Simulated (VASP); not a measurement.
# BN (BN (110), 2 layers) in VASP: notebook

The runs below take BN (BN (110), 2 layers) through single point, with PBE.

Program: VASP 6.6.1. These are calculated values, not measurements. Logs are shortened: lines on timing, memory, paths and dates and some standing lists are left out, and cuts for length are marked.

## Step 1: The cell of the first run

The cell holds a slab with vacuum, 4 atoms: a = 2.563 Å, b = 3.625 Å, c = 10.058 Å, α = 90.00°, β = 90.00°, γ = 90.00°.

## Step 2: Single point, PBE

The input, INCAR:

```
ALGO     = Normal         # electronic algorithm
DIPOL    = 0.5 0.5 0.500
EDIFF    = 1E-6           # SCF threshold, eV
ENCUT    = 520            # plane-wave cutoff, eV
GGA      = PE             # functional
IDIPOL   = 3            
ISIF     = 2              # what is computed and relaxed
ISMEAR   = -1             # smearing method
LASPH    = True           # aspherical terms in the spheres
LCHARG   = False          # write CHGCAR
LDIPOL   = True         
LREAL    = False          # projectors in reciprocal space
LWAVE    = False          # write WAVECAR
NBANDS   = 16             # bands
NELM     = 100            # most SCF steps
PREC     = Accurate       # precision mode
SIGMA    = 0.02           # smearing width, eV
```

The input, KPOINTS:

```
k-points
0
Gamma
  12 8 1
```

The input, POSCAR:

```
BN
1.0
    2.5630581740      0.0000000000      0.0000000000
    0.0000000000      3.6247116308      0.0000000000
    0.0000000000      0.0000000000     10.0579000000
B N
2 2
Direct
    0.0000000000      0.8350387901      0.4784664340
    0.5000000000      0.3350376204      0.5215338145
    0.5000000000      0.6649625859      0.4474104503
    0.0000000000      0.1649610037      0.5525895497
```

Potentials or basis: VASP PAW PBE potentials, release 64 (B, N).

On the command line:

```
$ cat potpaw_PBE.64/B/POTCAR potpaw_PBE.64/N/POTCAR > POTCAR
$ mpirun -np 1 vasp_std > vasp.out
```

OUTCAR:

```text
EDIFF = 1E-6
   ENCUT = 520
   GGA = PE
   ISIF = 2
   ISMEAR = -1
   LASPH = True
   LREAL = False
   NELM = 100
   PREC = Accurate

 ion  position               nearest neighbor table
   1  0.000  0.835  0.478-   4 1.41   3 1.46   3 1.46
   2  0.500  0.335  0.522-   3 1.41   4 1.46   4 1.46
   3  0.500  0.665  0.447-   2 1.41   1 1.46   1 1.46
   4  0.000  0.165  0.553-   1 1.41   2 1.46   2 1.46

  LATTYP: Found a simple orthorhombic cell.
 ALAT       =     2.5630581740
 B/A-ratio  =     1.4142135624
 C/A-ratio  =     3.9241793659

  Lattice vectors:

 A1 = (   2.5630581740,   0.0000000000,   0.0000000000)
 A2 = (   0.0000000000,   3.6247116308,   0.0000000000)
 A3 = (   0.0000000000,   0.0000000000,  10.0579000000)

Analysis of symmetry for initial positions (statically):
=====================================================================
 Subroutine PRICEL returns:
 Original cell was already a primitive cell.

 Routine SETGRP: Setting up the symmetry group for a
 simple orthorhombic supercell.

 Subroutine GETGRP returns: Found  4 space group operations
 (whereof  2 operations were pure point group operations)
 out of a pool of  8 trial point group operations.

The static configuration has the point symmetry C_1h.
 The point group associated with its full space group is C_2v.

Analysis of symmetry for dynamics (positions and initial velocities):
=====================================================================
 Subroutine PRICEL returns:
 Original cell was already a primitive cell.

 Routine SETGRP: Setting up the symmetry group for a
 simple orthorhombic supercell.

 Subroutine GETGRP returns: Found  4 space group operations
 (whereof  2 operations were pure point group operations)
 out of a pool of  8 trial point group operations.

The dynamic configuration has the point symmetry C_1h.
 The point group associated with its full space group is C_2v.

 Subroutine INISYM returns: Found  4 space group operations
 (whereof  2 operations are pure point group operations),
 and found     1 'primitive' translations

----------------------------------------------------------------------------------------

                                     Primitive cell

  volume of cell :      93.4414

  direct lattice vectors                    reciprocal lattice vectors
     2.563058174  0.000000000  0.000000000     0.390158916  0.000000000  0.000000000
     0.000000000  3.624711631  0.000000000     0.000000000  0.275884016  0.000000000
     0.000000000  0.000000000 10.057900000     0.000000000  0.000000000  0.099424333

  length of vectors
     2.563058174  3.624711631 10.057900000     0.390158916  0.275884016  0.099424333

  position of ions in fractional coordinates (direct lattice)
     0.000000000  0.835038790  0.478466434
     0.500000000  0.335037620  0.521533815
     0.500000000  0.664962586  0.447410450
     0.000000000  0.164961004  0.552589550

  ion indices of the primitive-cell ions
   primitive index   ion index
                 1           1
                 2           2
                 3           3
                 4           4

----------------------------------------------------------------------------------------

 KPOINTS: k-points

Automatic generation of k-mesh.
 Grid dimensions read from file:
 generate k-points for:   12    8    1

 Generating k-lattice:

  Cartesian coordinates                     Fractional coordinates (reciprocal lattice)
     0.032513243  0.000000000  0.000000000     0.083333333  0.000000000  0.000000000
     0.000000000  0.034485502  0.000000000     0.000000000  0.125000000  0.000000000
     0.000000000  0.000000000  0.099424333     0.000000000  0.000000000  1.000000000

  Length of vectors
     0.032513243  0.034485502  0.099424333

  Shift w.r.t. Gamma in fractional coordinates (k-lattice)
     0.000000000  0.000000000  0.000000000

 Subroutine IBZKPT returns following result:
 ===========================================

 Found     35 irreducible k-points:

 Following reciprocal coordinates:
            Coordinates               Weight
  0.000000  0.000000  0.000000      1.000000
  0.083333  0.000000  0.000000      2.000000
  0.166667  0.000000  0.000000      2.000000
  0.250000  0.000000  0.000000      2.000000
  0.333333  0.000000  0.000000      2.000000
  0.416667  0.000000  0.000000      2.000000
[... 16 lines left out ...]
  0.083333  0.375000  0.000000      4.000000
  0.166667  0.375000  0.000000      4.000000
 [... further k-points ...]
   k-points           NKPTS =     35   k-points in BZ     NKDIM =     35   number of bands    NBANDS=     16
   number of dos      NEDOS =    301   number of ions     NIONS =      4
   total plane-waves  NPLWV =  44800
   dimension x,y,z NGX =    20 NGY =   28 NGZ =   80
   dimension x,y,z NGXF=    40 NGYF=   56 NGZF=  160
   ions per type =               2   2
   NGX,Y,Z   is equivalent  to a cutoff of  12.97, 12.84, 13.22 a.u.
   NGXF,Y,Z  is equivalent  to a cutoff of  25.94, 25.68, 26.45 a.u.
 SYSTEM =  unknown system
   PREC   = accura    normal or accurate (medium, high low for compatibility)
   ISTART =      0    job   : 0-new  1-cont  2-samecut
   ICHARG =      2    charge: 1-file 2-atom 10-const
   ISPIN  =      1    spin polarized calculation?
   LNONCOLLINEAR =      F non collinear calculations
   LSORBIT =      F    spin-orbit coupling
   LASPH  =      T    aspherical Exc in radial PAW
   ENCUT  =  520.0 eV  38.22 Ry    6.18 a.u.   4.77  6.74 18.70*2*pi/ulx,y,z
   NELM   =    100;   NELMIN=  2; NELMDL= -5     # of ELM steps
   EDIFF  = 0.1E-05   stopping-criterion for ELM
   LREAL  =      F    real-space projection
   EDIFFG = 0.1E-04   stopping-criterion for IOM
   NSW    =      0    number of steps for IOM
   IBRION =     -1    ionic relax: 0-MD 1-quasi-New 2-CG
   NFREE  =      0    steps in history (QN), initial steepest desc. (CG)
   ISIF   =      2    stress and relaxation
   ISYM   =      2    0-nonsym 1-usesym 2-fastsym
   POTIM  = 0.5000    time-step for ionic-motion
   TEBEG  =    0.0;   TEEND  =   0.0 temperature during run
   PSTRESS=    0.0 pullay stress
   NELECT =      16.0000    total number of electrons
   NUPDOWN=      -1.0000    fix difference up-down
   EMIN   =  10.00;   EMAX   =-10.00  energy-range for DOS
   EFERMI =   0.00;   METHOD = LEGACY
   ISMEAR =    -1;   SIGMA  =   0.02  broadening in eV -4-tet -1-fermi 0-gaus
   EFERMI_NEDOS =   21; number of points for ismear=-14 and -15
   IALGO  =     38    algorithm
   IMIX   =      4    mixing-type and parameters
     AMIX     =   0.40;   BMIX     =  1.00
     AMIX_MAG =   1.60;   BMIX_MAG =  1.00
  volume/ion in A,a.u.               =      23.36       157.64
  Fermi-wavevector in a.u.,A,eV,Ry     =   0.909079  1.717911 11.244196  0.826425
  Thomas-Fermi vector in A             =   2.033081
   LORBIT       =      0    0 simple, 1 ext, 2 COOP (PROOUT), +10 PAW based schemes
   GGA     = PE    functional components
   LHFCALC =     F    Hartree Fock is set to
   AEXX    =    0.0000 exact exchange contribution
   IVDW    =     0    specifies the selected vdW correction
   LEPSILON=     F    determine dielectric tensor
   LRPA    =     F    only Hartree local field effects (RPA)
 non-spin polarized calculation
  energy-cutoff  :      520.00
  volume of cell :       93.44
 maximum number of plane-waves:      2539
 NGX is ok and might be reduce to    20
   NGX =  9   NGY = 13   NGZ = 37

 dipolmoment           0.000000      0.000000     -0.000000 electrons x Angstroem

 number of electron      16.0000000 magnetization

 dipolmoment           0.000000      0.000000      0.000012 electrons x Angstroem

 Free energy of the ion-electron system (eV)
  ---------------------------------------------------
  ext. energy  EPLUGINS =         0.00000000
  ---------------------------------------------------
  free energy    TOTEN  =       -33.44682684 eV

  energy without entropy =      -33.44682684  energy(sigma->0) =      -33.44682684

 E-fermi :  -2.8219     XC(G=0):  -4.6690

 val. band max:       -3.3411325032   @ k =   0.0833   0.2500   0.0000
 cond. band min:       1.0739555055   @ k =   0.4167   0.0000   0.0000
 fundamental gap:      4.4150880087
 Fermi energy:        -2.8219420575

 k-point     1 :       0.0000    0.0000    0.0000
  band No.  band energies     occupation
      1     -21.5629      2.00000
      2     -17.5332      2.00000
      3     -10.9016      2.00000
      4      -8.3060      2.00000
      5      -7.8419      2.00000
      6      -6.4182      2.00000
[... 8 lines left out ...]
     15       8.5187      0.00000
     16       9.1867      0.00000

 k-point     2 :       0.0833    0.0000    0.0000
  band No.  band energies     occupation
      1     -21.4670      2.00000
      2     -17.4916      2.00000
      3     -10.8180      2.00000
      4      -8.7419      2.00000
      5      -7.6419      2.00000
      6      -6.3857      2.00000
[... 8 lines left out ...]
     15       8.7984      0.00000
     16       9.3400      0.00000

 k-point     3 :       0.1667    0.0000    0.0000
  band No.  band energies     occupation
      1     -21.1823      2.00000
      2     -17.3937      2.00000
      3     -10.5985      2.00000
      4      -9.5842      2.00000
      5      -7.2734      2.00000
      6      -6.4031      2.00000
[... 8 lines left out ...]
     15       8.8439      0.00000
     16       9.8359      0.00000
[... 362 lines left out ...]
 k-point    23 :       0.0833    0.3750    0.0000
  band No.  band energies     occupation
      1     -20.5389      2.00000
      2     -19.0972      2.00000
      3     -10.1083      2.00000
      4      -8.4878      2.00000
      5      -7.8062      2.00000
      6      -6.4374      2.00000
[... 8 lines left out ...]
     15       7.6310      0.00000
     16       7.8510      0.00000

 k-point    24 :       0.1667    0.3750    0.0000
  band No.  band energies     occupation
      1     -20.2775      2.00000
      2     -18.8896      2.00000
      3     -10.0296      2.00000
      4      -8.6451      2.00000
      5      -8.4906      2.00000
      6      -7.2789      2.00000
[... 8 lines left out ...]
     15       8.4005      0.00000
     16       8.5045      0.00000

 [... further k-points ...]

------------------------ aborting loop because EDIFF is reached ----------------------------------------

 vacuum level on the upper side and lower side of the slab       (xc-potential included)        -0.371        -0.372

  FORCE on cell =-STRESS in cart. coord.  units (eV):
  Direction    XX          YY          ZZ          XY          YZ          ZX
  --------------------------------------------------------------------------------------
  -------------------------------------------------------------------------------------
  Total        0.5377384      9.4799561     -0.0287672      0.0000000      0.0000000      0.0000000
  in kB        9.2202438    162.5465171     -0.4932520      0.0000000      0.0000000      0.0000000
  external PRESSURE =      57.0911696 kB  Pullay stress =       0.0000000 kB

 VOLUME and BASIS-vectors are now :
 -----------------------------------------------------------------------------
  energy-cutoff  :      520.00
  volume of cell :       93.44
      direct lattice vectors                 reciprocal lattice vectors
     2.563058174  0.000000000  0.000000000     0.390158916  0.000000000  0.000000000
     0.000000000  3.624711631  0.000000000     0.000000000  0.275884016  0.000000000
     0.000000000  0.000000000 10.057900000     0.000000000  0.000000000  0.099424333

 POSITION                                       TOTAL-FORCE (eV/Angst)
 -----------------------------------------------------------------------------------
      0.00000      3.02677      4.81237         0.000000     -0.011121     -0.020140
      1.28153      1.21441      5.24553         0.000000     -0.011121      0.020140
      1.28153      2.41030      4.50001         0.000000      0.011121     -0.003331
      0.00000      0.59794      5.55789         0.000000      0.011121      0.003331
 -----------------------------------------------------------------------------------
    total drift:                                0.000000     -0.001437      0.003463

  FREE ENERGIE OF THE ION-ELECTRON SYSTEM (eV)
  ---------------------------------------------------
  free  energy   TOTEN  =       -33.4468268357 eV

  energy  without entropy=      -33.4468268357  energy(sigma->0) =      -33.44682684

 vacuum level on the upper side and lower side of the slab         3.010         3.010
```

Wall time 2.7 min (1 thread of AMD EPYC 7R13 (Zen 3), shared host); peak memory 0.18 GiB.

Results:

```
Free energy            : -33.4468 eV
Largest force          : 0.023 eV/Å
Band gap on the k mesh : 4.42 eV, indirect (least direct gap 5.12 eV)
```

Forces on the atoms (eV/Å):
```
B    0.000 -0.011 -0.020
B    0.000 -0.011  0.020
N    0.000  0.011 -0.003
N    0.000  0.011  0.003
```

Levels at points of the mesh, in eV from the valence-band top:
```csv
k point,band 5,band 6,band 7,band 8,band 9,band 10,band 11,band 12
"(0.00, 0.00, 0.00)",-4.50,-3.08,-1.26,-0.17,5.42,6.86,7.24,7.65
"(0.50, 0.00, 0.00)",-4.70,-4.70,-1.16,-1.16,4.51,4.51,10.82,10.82
"(0.00, 0.50, 0.00)",-3.38,-3.38,-0.72,-0.72,6.34,6.34,9.25,9.25
"(0.50, 0.50, 0.00)",-3.52,-3.52,-1.43,-1.43,6.08,6.08,11.08,11.08
```

## Step 3: Single point, PBE

This run uses another cell than the first one, of 40.14 Å³/atom, 1.718 times its volume.

The input, INCAR:

```
SYSTEM = BN
ALGO = Normal
DIPOL = 0.5 0.5 0.500
EDIFF = 1E-6
ENCUT = 520
GGA = PE
IDIPOL = 3
ISIF = 2
ISMEAR = -1
LASPH = .True.
LCHARG = .True.
LDIPOL = .True.
LELF = .True.
LREAL = .False.
LVACPOTAV = .True.
LVHAR = .True.
LWAVE = .False.
NBANDS = 16
NELM = 100
PREC = Accurate
SIGMA = 0.02
```

The input, KPOINTS:

```
k-points
0
Gamma
  12 8 1
  0 0 0
```

The input, POSCAR:

```
BN
1.0
    2.5630581740      0.0000000000      0.0000000000
    0.0000000000      3.6247116308      0.0000000000
    0.0000000000      0.0000000000     17.2815000000
B N
2 2
Direct
    0.0000000000      0.8750000000      0.4629219371
    0.5000000000      0.3750000000      0.5370780629
    0.5000000000      0.6250000000      0.4629219371
    0.0000000000      0.1250000000      0.5370780629
```

Potentials or basis: VASP PAW PBE potentials, release 64 (B, N).

On the command line:

```
$ cat potpaw_PBE.64/B/POTCAR potpaw_PBE.64/N/POTCAR > POTCAR
$ mpirun -np 1 vasp_std > vasp.out
```

It used 390 s of CPU time on 1 thread of AMD EPYC 7R13 Processor (Zen 3), with other jobs on the host.

Results (log left out):

```yaml
Free_energy: -30.2415 eV
Largest_force: 6.133 eV/Å
Band_gap_on_the_k_mesh: 1.87 eV, indirect (least direct gap 1.97 eV)
```

Forces in eV/Å, atoms in the order of the input:
```
B    0.000 -3.653  4.927
B    0.000 -3.653 -4.927
N    0.000  3.653  0.003
N    0.000  3.653 -0.003
```

Levels at points of the mesh, in eV from the valence-band top:
```csv
k point,band 5,band 6,band 7,band 8,band 9,band 10,band 11,band 12
"(0.00, 0.00, 0.00)",-3.67,-2.79,-0.16,-0.10,1.87,4.53,5.36,5.54
"(0.50, 0.00, 0.00)",-4.20,-4.20,-0.78,-0.78,2.69,2.69,8.22,8.22
"(0.00, 0.50, 0.00)",-1.57,-1.57,-0.30,-0.30,2.49,2.49,7.88,7.88
"(0.50, 0.50, 0.00)",-3.74,-3.74,-1.34,-1.34,3.55,3.55,10.30,10.30
```

## Step 4: Single point, PBE

This run uses another cell than the first one, of 40.14 Å³/atom, 1.718 times its volume.

The input, INCAR:

```
  PREC = Accurate
  ENCUT = 520
  EDIFF = 1E-6
  ISMEAR = -1
  SIGMA = 0.02
  LREAL = F
  LASPH = T
  NELM = 80
  ALGO = Normal
  ISIF = 2
  LWAVE = F
  LCHARG = F
  LDIPOL = T
  IDIPOL = 3
  DIPOL = 0.5 0.5 0.500
  GGA = PE
  NBANDS = 16
```

The input, KPOINTS:

```
Automatic mesh
0
Gamma
  12 8 1
```

The input, POSCAR:

```
BN
1.0
    2.5630581740      0.0000000000      0.0000000000
    0.0000000000      3.6247116308      0.0000000000
    0.0000000000      0.0000000000     17.2815000000
B N
2 2
Direct
    0.0000000000      0.8350387901      0.4874673449
    0.5000000000      0.3350376204      0.5125327274
    0.5000000000      0.6649625859      0.4693926420
    0.0000000000      0.1649610037      0.5306072857
```

On the command line:

```
$ cat potpaw_PBE.64/B/POTCAR potpaw_PBE.64/N/POTCAR > POTCAR
$ mpirun -np 1 vasp_std > vasp.out
```

It used 400 s of CPU time on 1 thread of AMD EPYC 7R13 Processor (Zen 3), on a shared host.

The run converged. Its results:

| Item | Value |
| --- | --- |
| Free energy | -33.4468 eV |
| Largest force | 0.023 eV/Å |
| Band gap on the k mesh | 4.42 eV, indirect (least direct gap 5.12 eV) |

Forces on the atoms (eV/Å):
```
B    0.000 -0.011 -0.020
B    0.000 -0.011  0.020
N    0.000  0.011 -0.003
N    0.000  0.011  0.003
```

Levels at points of the mesh, in eV from the valence-band top:
```
           k point  band 5  band 6  band 7  band 8  band 9  band 10  band 11  band 12
(0.00, 0.00, 0.00)   -4.50   -3.08   -1.26   -0.17    5.55     6.35     6.90     7.12
(0.50, 0.00, 0.00)   -4.70   -4.70   -1.16   -1.16    4.51     4.51    10.90    10.90
(0.00, 0.50, 0.00)   -3.38   -3.38   -0.72   -0.72    6.35     6.35     9.13     9.13
(0.50, 0.50, 0.00)   -3.52   -3.52   -1.43   -1.43    6.08     6.08    11.08    11.08
```

## Step 5: Single point, PBE

This run uses another cell than the first one, of 40.14 Å³/atom, 1.718 times its volume.

The input, INCAR:

```
SYSTEM = BN
PREC = Accurate
ENCUT = 520
EDIFF = 1E-7
ISMEAR = -1
SIGMA = 0.02
LREAL = .FALSE.
LASPH = .TRUE.
NELM = 80
ALGO = Normal
ISIF = 2
LWAVE = .FALSE.
LCHARG = .FALSE.
LDIPOL = .TRUE.
IDIPOL = 3
DIPOL = 0.5 0.5 0.500
GGA = PE
NBANDS = 16
```

The input, KPOINTS:

```
Automatic mesh
0
G
  12 8 1
  0 0 0
```

POSCAR is that of step 4.

On the command line:

```
$ cat potpaw_PBE.64/B/POTCAR potpaw_PBE.64/N/POTCAR > POTCAR
$ mpirun -np 1 vasp_std > vasp.out
```

Wall time 4.7 min (1 thread of AMD EPYC 7R13 (Zen 3), shared host); peak memory 0.26 GiB.

Results (log left out):

```yaml
Free_energy: -33.4468 eV
Largest_force: 0.023 eV/Å
Band_gap_on_the_k_mesh: 4.42 eV, indirect (least direct gap 5.12 eV)
```

Forces on the atoms (eV/Å):
```
B    0.000 -0.011 -0.020
B    0.000 -0.011  0.020
N    0.000  0.011 -0.003
N    0.000  0.011  0.003
```

Levels at points of the mesh, in eV from the valence-band top:
```tsv
k point	band 6	band 7	band 8	band 9	band 10	band 11
(0.00, 0.00, 0.00)	-3.08	-1.26	-0.17	5.55	6.35	6.90
(0.50, 0.00, 0.00)	-4.70	-1.16	-1.16	4.51	4.51	10.90
(0.00, 0.50, 0.00)	-3.38	-0.72	-0.72	6.35	6.35	9.13
(0.50, 0.50, 0.00)	-3.52	-1.43	-1.43	6.08	6.08	11.08
```
